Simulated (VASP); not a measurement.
# Si (Fd-3m) in VASP: notebook

The runs below take Si through single point, with LDA.

Program: VASP 6.6.1. These are calculated values, not measurements. Logs are shortened: lines on timing, memory, paths and dates and some standing lists are left out, and cuts for length are marked.

## Step 1: The cell of the first run

It takes space group Fd-3m (No. 227, cubic). Conventional cell: a = 5.437 Å, b = 5.437 Å, c = 5.437 Å, α = 90.00°, β = 90.00°, γ = 90.00°. Within 3.1 Å of Si (site symmetry -43m) lie 4 Si at 2.35 Å.

## Step 2: Single point, LDA

INCAR

```
PREC = Accurate
ENCUT = 520
EDIFF = 1E-6
ISMEAR = 0
SIGMA = 0.1
LREAL = F
LASPH = T
NELM = 80
ALGO = Normal
ISIF = 2
LWAVE = F
LCHARG = F
NBANDS = 11
```

KPOINTS

```
Automatic mesh
0
Gamma
  6 6 6
```

POSCAR

```
Si
1.0
    0.0000000000      2.7185000000      2.7185000000
    2.7185000000      0.0000000000      2.7185000000
    2.7185000000      2.7185000000      0.0000000000
Si
2
Direct
    0.5000000000      0.5000000000      0.5000000000
    0.7500000000      0.7500000000      0.7500000000
```

Potentials or basis: VASP PAW LDA potentials, release 64 (Si).

Command:

```sh
> cat potpaw_LDA.64/Si/POTCAR > POTCAR
> mpirun -np 1 vasp_std > vasp.out
```

OUTCAR:

```text
PREC = Accurate
   ENCUT = 520
   EDIFF = 1E-6
   ISMEAR = 0
   LREAL = F
   LASPH = T
   NELM = 80
   ISIF = 2

 ion  position               nearest neighbor table
   1  0.500  0.500  0.500-   2 2.35   2 2.35   2 2.35   2 2.35
   2  0.750  0.750  0.750-   1 2.35   1 2.35   1 2.35   1 2.35

  LATTYP: Found a face centered cubic cell.
 ALAT       =     5.4370000000

  Lattice vectors:

 A1 = (   0.0000000000,   2.7185000000,   2.7185000000)
 A2 = (   2.7185000000,   0.0000000000,   2.7185000000)
 A3 = (   2.7185000000,   2.7185000000,   0.0000000000)

Analysis of symmetry for initial positions (statically):
=====================================================================
 Subroutine PRICEL returns:
 Original cell was already a primitive cell.

 Routine SETGRP: Setting up the symmetry group for a
 face centered cubic supercell.

 Subroutine GETGRP returns: Found 48 space group operations
 (whereof 24 operations were pure point group operations)
 out of a pool of 48 trial point group operations.

The static configuration has the point symmetry T_d .
 The point group associated with its full space group is O_h .

Analysis of symmetry for dynamics (positions and initial velocities):
=====================================================================
 Subroutine PRICEL returns:
 Original cell was already a primitive cell.

 Routine SETGRP: Setting up the symmetry group for a
 face centered cubic supercell.

 Subroutine GETGRP returns: Found 48 space group operations
 (whereof 24 operations were pure point group operations)
 out of a pool of 48 trial point group operations.

The dynamic configuration has the point symmetry T_d .
 The point group associated with its full space group is O_h .

 Subroutine INISYM returns: Found 48 space group operations
 (whereof 24 operations are pure point group operations),
 and found     1 'primitive' translations

----------------------------------------------------------------------------------------

                                     Primitive cell

  volume of cell :      40.1807

  direct lattice vectors                    reciprocal lattice vectors
     0.000000000  2.718500000  2.718500000    -0.183924959  0.183924959  0.183924959
     2.718500000  0.000000000  2.718500000     0.183924959 -0.183924959  0.183924959
     2.718500000  2.718500000  0.000000000     0.183924959  0.183924959 -0.183924959

  length of vectors
     3.844539569  3.844539569  3.844539569     0.318567373  0.318567373  0.318567373

  position of ions in fractional coordinates (direct lattice)
     0.500000000  0.500000000  0.500000000
     0.750000000  0.750000000  0.750000000

  ion indices of the primitive-cell ions
   primitive index   ion index
                 1           1
                 2           2

----------------------------------------------------------------------------------------

 KPOINTS: Automatic mesh

Automatic generation of k-mesh.
 Grid dimensions read from file:
 generate k-points for:    6    6    6

 Generating k-lattice:

  Cartesian coordinates                     Fractional coordinates (reciprocal lattice)
    -0.030654160  0.030654160  0.030654160     0.166666667  0.000000000  0.000000000
     0.030654160 -0.030654160  0.030654160     0.000000000  0.166666667  0.000000000
     0.030654160  0.030654160 -0.030654160     0.000000000  0.000000000  0.166666667

  Length of vectors
     0.053094562  0.053094562  0.053094562

  Shift w.r.t. Gamma in fractional coordinates (k-lattice)
     0.000000000  0.000000000  0.000000000

 Subroutine IBZKPT returns following result:
 ===========================================

 Found     16 irreducible k-points:

 Following reciprocal coordinates:
            Coordinates               Weight
  0.000000  0.000000  0.000000      1.000000
  0.166667  0.000000  0.000000      8.000000
  0.333333  0.000000  0.000000      8.000000
  0.500000  0.000000  0.000000      4.000000
  0.166667  0.166667  0.000000      6.000000
  0.333333  0.166667  0.000000     24.000000
[... 8 lines left out ...]
 -0.333333  0.333333  0.166667     24.000000
 -0.333333  0.500000  0.166667     12.000000
   k-points           NKPTS =     16   k-points in BZ     NKDIM =     16   number of bands    NBANDS=     11
   number of dos      NEDOS =    301   number of ions     NIONS =      2
   total plane-waves  NPLWV =  27000
   dimension x,y,z NGX =    30 NGY =   30 NGZ =   30
   dimension x,y,z NGXF=    60 NGYF=   60 NGZF=   60
   ions per type =               2
   NGX,Y,Z   is equivalent  to a cutoff of  12.97, 12.97, 12.97 a.u.
   NGXF,Y,Z  is equivalent  to a cutoff of  25.95, 25.95, 25.95 a.u.
 SYSTEM =  unknown system
   PREC   = accura    normal or accurate (medium, high low for compatibility)
   ISTART =      0    job   : 0-new  1-cont  2-samecut
   ICHARG =      2    charge: 1-file 2-atom 10-const
   ISPIN  =      1    spin polarized calculation?
   LNONCOLLINEAR =      F non collinear calculations
   LSORBIT =      F    spin-orbit coupling
   LASPH  =      T    aspherical Exc in radial PAW
   ENCUT  =  520.0 eV  38.22 Ry    6.18 a.u.   7.15  7.15  7.15*2*pi/ulx,y,z
   NELM   =     80;   NELMIN=  2; NELMDL= -5     # of ELM steps
   EDIFF  = 0.1E-05   stopping-criterion for ELM
   LREAL  =      F    real-space projection
   EDIFFG = 0.1E-04   stopping-criterion for IOM
   NSW    =      0    number of steps for IOM
   IBRION =     -1    ionic relax: 0-MD 1-quasi-New 2-CG
   NFREE  =      0    steps in history (QN), initial steepest desc. (CG)
   ISIF   =      2    stress and relaxation
   ISYM   =      2    0-nonsym 1-usesym 2-fastsym
   POTIM  = 0.5000    time-step for ionic-motion
   TEBEG  =    0.0;   TEEND  =   0.0 temperature during run
   PSTRESS=    0.0 pullay stress
   NELECT =       8.0000    total number of electrons
   NUPDOWN=      -1.0000    fix difference up-down
   EMIN   =  10.00;   EMAX   =-10.00  energy-range for DOS
   EFERMI =   0.00;   METHOD = LEGACY
   ISMEAR =     0;   SIGMA  =   0.10  broadening in eV -4-tet -1-fermi 0-gaus
   EFERMI_NEDOS =   21; number of points for ismear=-14 and -15
   IALGO  =     38    algorithm
   IMIX   =      4    mixing-type and parameters
     AMIX     =   0.40;   BMIX     =  1.00
     AMIX_MAG =   1.60;   BMIX_MAG =  1.00
  volume/ion in A,a.u.               =      20.09       135.58
  Fermi-wavevector in a.u.,A,eV,Ry     =   0.955943  1.806471 12.433381  0.913828
  Thomas-Fermi vector in A             =   2.084827
   LORBIT       =      0    0 simple, 1 ext, 2 COOP (PROOUT), +10 PAW based schemes
   GGA     = CA    functional components
   LHFCALC =     F    Hartree Fock is set to
   AEXX    =    0.0000 exact exchange contribution
   IVDW    =     0    specifies the selected vdW correction
   LEPSILON=     F    determine dielectric tensor
   LRPA    =     F    only Hartree local field effects (RPA)
 non-spin polarized calculation
 Gauss-broadening in eV      SIGMA  =   0.10
  energy-cutoff  :      520.00
  volume of cell :       40.18
 maximum number of plane-waves:      1106
 NGX is ok and might be reduce to    30
   NGX = 15   NGY = 15   NGZ = 15

 number of electron       8.0000001 magnetization

 Free energy of the ion-electron system (eV)
  ---------------------------------------------------
  ext. energy  EPLUGINS =         0.00000000
  ---------------------------------------------------
  free energy    TOTEN  =       -11.88994357 eV

  energy without entropy =      -11.88994331  energy(sigma->0) =      -11.88994344

 E-fermi :   6.0384     XC(G=0):  -9.5898

 val. band max:        5.7429301022   @ k =   0.0000   0.0000   0.0000
 cond. band min:       6.3475688375   @ k =   0.5000   0.5000   0.0000
 fundamental gap:      0.6046387353
 Fermi energy:         6.0384374736

 k-point     1 :       0.0000    0.0000    0.0000
  band No.  band energies     occupation
      1      -6.1930      2.00000
      2       5.7429      1.99997
      3       5.7429      1.99997
      4       5.7429      1.99997
      5       8.2615      0.00000
      6       8.2615      0.00000
      7       8.2615      0.00000
      8       8.9119      0.00000
      9      13.3990      0.00000
     10      13.4643      0.00000
     11      13.4643      0.00000

 k-point     2 :       0.1667    0.0000    0.0000
  band No.  band energies     occupation
      1      -5.8326      2.00000
      2       3.3485      2.00000
      3       5.2931      2.00000
      4       5.2931      2.00000
      5       7.9897      0.00000
      6       8.9061      0.00000
      7       8.9061      0.00000
      8      11.0307      0.00000
      9      12.7997      0.00000
     10      12.7997      0.00000
     11      14.5625      0.00000

 k-point     3 :       0.3333    0.0000    0.0000
  band No.  band energies     occupation
      1      -4.8187      2.00000
      2       0.4007      2.00000
      3       4.7465      2.00000
      4       4.7465      2.00000
      5       7.3848      0.00000
      6       9.1989      0.00000
      7       9.1989      0.00000
      8      13.4026      0.00000
      9      13.6783      0.00000
     10      13.6783      0.00000
     11      14.6279      0.00000

 k-point     4 :       0.5000    0.0000    0.0000
  band No.  band energies     occupation
      1      -3.8624      2.00000
      2      -1.2341      2.00000
      3       4.5500      2.00000
      4       4.5500      2.00000
      5       7.1566      0.00000
      6       9.0313      0.00000
      7       9.0313      0.00000
      8      13.2451      0.00000
      9      16.2483      0.00000
     10      16.2483      0.00000
     11      16.8507      0.00000

 k-point     5 :       0.1667    0.1667    0.0000
  band No.  band energies     occupation
      1      -5.7101      2.00000
      2       3.6876      2.00000
      3       4.5502      2.00000
      4       4.5502      2.00000
      5       7.3708      0.00000
      6       9.9174      0.00000
      7      10.0331      0.00000
      8      10.0331      0.00000
      9      12.2404      0.00000
     10      13.9996      0.00000
     11      15.2228      0.00000
[... 99 lines left out ...]
 k-point    13 :       0.5000    0.5000    0.0000
  band No.  band energies     occupation
      1      -2.0612      2.00000
      2      -2.0612      2.00000
      3       2.8969      2.00000
      4       2.8969      2.00000
      5       6.3476      0.00001
      6       6.3476      0.00001
      7      15.6891      0.00000
      8      15.6891      0.00000
      9      16.6520      0.00000
     10      16.6520      0.00000
     11      18.2432      0.00000

 k-point    14 :       0.5000    0.3333    0.1667
  band No.  band energies     occupation
      1      -3.9086      2.00000
      2       0.1017      2.00000
      3       2.1589      2.00000
      4       3.4433      2.00000
      5       8.5133      0.00000
      6       9.3603      0.00000
      7       9.8903      0.00000
      8      12.7183      0.00000
      9      14.6516      0.00000
     10      15.5124      0.00000
     11      18.5943      0.00000

 k-point    15 :      -0.3333    0.3333    0.1667
  band No.  band energies     occupation
      1      -2.9239      2.00000
      2      -1.0952      2.00000
      3       1.7169      2.00000
      4       2.9741      2.00000
      5       9.0092      0.00000
      6       9.2110      0.00000
      7      11.7431      0.00000
      8      12.1589      0.00000
      9      13.2043      0.00000
     10      16.7325      0.00000
     11      17.5619      0.00000

 k-point    16 :      -0.3333    0.5000    0.1667
  band No.  band energies     occupation
      1      -1.9397      2.00000
      2      -1.9397      2.00000
      3       2.0856      2.00000
      4       2.0856      2.00000
      5       8.3998      0.00000
      6       8.3998      0.00000
      7      12.4051      0.00000
      8      12.4051      0.00000
      9      16.1963      0.00000
     10      16.1963      0.00000
     11      18.5685      0.00000

------------------------ aborting loop because EDIFF is reached ----------------------------------------

  FORCE on cell =-STRESS in cart. coord.  units (eV):
  Direction    XX          YY          ZZ          XY          YZ          ZX
  --------------------------------------------------------------------------------------
  -------------------------------------------------------------------------------------
  Total       -0.4245548     -0.4245548     -0.4245548      0.0000000      0.0000000      0.0000000
  in kB      -16.9288066    -16.9288066    -16.9288066      0.0000000      0.0000000      0.0000000
  external PRESSURE =     -16.9288066 kB  Pullay stress =       0.0000000 kB

 VOLUME and BASIS-vectors are now :
 -----------------------------------------------------------------------------
  energy-cutoff  :      520.00
  volume of cell :       40.18
      direct lattice vectors                 reciprocal lattice vectors
     0.000000000  2.718500000  2.718500000    -0.183924959  0.183924959  0.183924959
     2.718500000  0.000000000  2.718500000     0.183924959 -0.183924959  0.183924959
     2.718500000  2.718500000  0.000000000     0.183924959  0.183924959 -0.183924959

 POSITION                                       TOTAL-FORCE (eV/Angst)
 -----------------------------------------------------------------------------------
      2.71850      2.71850      2.71850        -0.000000     -0.000000     -0.000000
      4.07775      4.07775      4.07775         0.000000      0.000000      0.000000
 -----------------------------------------------------------------------------------
    total drift:                                0.000000     -0.000000     -0.000000

  FREE ENERGIE OF THE ION-ELECTRON SYSTEM (eV)
  ---------------------------------------------------
  free  energy   TOTEN  =       -11.8899435707 eV

  energy  without entropy=      -11.8899433111  energy(sigma->0) =      -11.88994344
```

It took 9.1 s on 1 thread of Intel Xeon 8259CL, shared host; peak memory 0.14 GiB.

What came out:

```
Free energy            : -11.8899 eV
Pressure               : -1.7 GPa
Band gap on the k mesh : 0.60 eV (least direct gap 2.52 eV)
```

Levels at points of the mesh, in eV from the valence-band top:
| k point | band 1 | band 2 | band 3 | band 4 | band 5 | band 6 | band 7 | band 8 |
| --- | --- | --- | --- | --- | --- | --- | --- | --- |
| (0.00, 0.00, 0.00) | -11.94 | 0.00 | 0.00 | 0.00 | 2.52 | 2.52 | 2.52 | 3.17 |
| (0.50, 0.00, 0.00) | -9.61 | -6.98 | -1.19 | -1.19 | 1.41 | 3.29 | 3.29 | 7.50 |
| (0.50, 0.50, 0.00) | -7.80 | -7.80 | -2.85 | -2.85 | 0.60 | 0.60 | 9.95 | 9.95 |

A k mesh can miss the band edges. LDA gaps usually lie below the measured ones, often by a third to a half.

## Step 3: Single point, LDA

This run uses another cell than the first one, of 19.70 Å³/atom.

INCAR

```
SYSTEM = Si
  PREC = Accurate
  ENCUT = 520
  EDIFF = 1E-6
  ISMEAR = 0
  SIGMA = 0.02
  LREAL = .FALSE.
  LASPH = .TRUE.
  NELM = 100
  ALGO = Normal
  ISIF = 2
  LWAVE = .FALSE.
  LCHARG = .FALSE.
  NBANDS = 11
```

KPOINTS

```
regular mesh
0
G
  8 8 8
  0 0 0
```

POSCAR

```
Si
1.0
    0.0000000000      2.7008304917      2.7008304917
    2.7008304917      0.0000000000      2.7008304917
    2.7008304917      2.7008304917      0.0000000000
Si
2
Direct
    0.5000000000      0.5000000000      0.5000000000
    0.7500000000      0.7500000000      0.7500000000
```

Potentials or basis: VASP PAW LDA potentials, release 64 (Si).

Command:

```sh
> cat potpaw_LDA.64/Si/POTCAR > POTCAR
> mpirun -np 1 vasp_std > vasp.out
```

Run time: 10 s. Hardware: 1 thread of Intel Xeon 8259CL, shared host; peak memory 0.13 GiB.

The run converged. Its results:

| Quantity | Value |
| --- | --- |
| Free energy | -11.9156 eV |
| Pressure | 0.1 GPa |
| Band gap on the k mesh | 0.49 eV (least direct gap 2.53 eV) |

Levels at points of the mesh, in eV from the valence-band top:
```
           k point  band 2  band 3  band 4  band 5  band 6  band 7
(0.00, 0.00, 0.00)    0.00    0.00    0.00    2.53    2.53    2.53
(0.50, 0.00, 0.00)   -7.07   -1.21   -1.21    1.49    3.28    3.28
(0.50, 0.50, 0.00)   -7.87   -2.90   -2.90    0.57    0.57   10.12
```

## Step 4: Single point, LDA

This run uses another cell than the first one, of 19.70 Å³/atom.

INCAR

```
PREC     = Accurate       # precision mode
ENCUT    = 520            # plane-wave cutoff, eV
EDIFF    = 1E-7           # SCF threshold, eV
ISMEAR   = 0              # smearing method
SIGMA    = 0.02           # smearing width, eV
LREAL    = F              # projectors in reciprocal space
LASPH    = T              # aspherical terms in the spheres
NELM     = 80             # most SCF steps
ALGO     = Normal         # electronic algorithm
ISIF     = 2              # what is computed and relaxed
LWAVE    = F              # write WAVECAR
LCHARG   = F              # write CHGCAR
NBANDS   = 11             # bands
```

KPOINTS

```
regular mesh
0
Gamma
  10 10 10
```

POSCAR is that of step 3.

Command:

```sh
> cat potpaw_LDA.64/Si/POTCAR > POTCAR
> mpirun -np 1 vasp_std > vasp.out
```

It took 16 s on 1 thread of Intel Xeon 8259CL, shared host; peak memory 0.14 GiB.

Results (log left out):

```
Free energy            : -11.9191 eV
Pressure               : 0.1 GPa
Band gap on the k mesh : 0.45 eV (least direct gap 2.53 eV)
```

Levels at points of the mesh, in eV from the valence-band top:
```csv
k point,band 1,band 2,band 3,band 4,band 5,band 6,band 7,band 8
"(0.00, 0.00, 0.00)",-12.07,0.00,0.00,0.00,2.53,2.53,2.53,3.39
"(0.50, 0.00, 0.00)",-9.69,-7.07,-1.21,-1.21,1.49,3.29,3.29,7.54
"(0.50, 0.50, 0.00)",-7.87,-7.87,-2.90,-2.90,0.57,0.57,10.12,10.12
```

## Step 5: Overview

| cell | k mesh | smearing | gap on the mesh (eV) | pressure (GPa) |
| --- | --- | --- | --- | --- |
| a = 3.845 Å, angles 60.0°, 2 atoms | 6 × 6 × 6 | gaussian 0.1 eV | 0.60 | -1.7 |
| a = 3.820 Å, angles 60.0°, 2 atoms | 8 × 8 × 8 | gaussian 0.02 eV | 0.49 | 0.1 |
| a = 3.820 Å, angles 60.0°, 2 atoms | 10 × 10 × 10 | gaussian 0.02 eV | 0.45 | 0.1 |

Alike in all rows: task single point; level LDA; potentials or basis VASP PAW LDA potentials, release 64 (Si); no spin polarisation; cutoff (eV) 520.

Absolute energies hang on the potentials; compare differences alone.
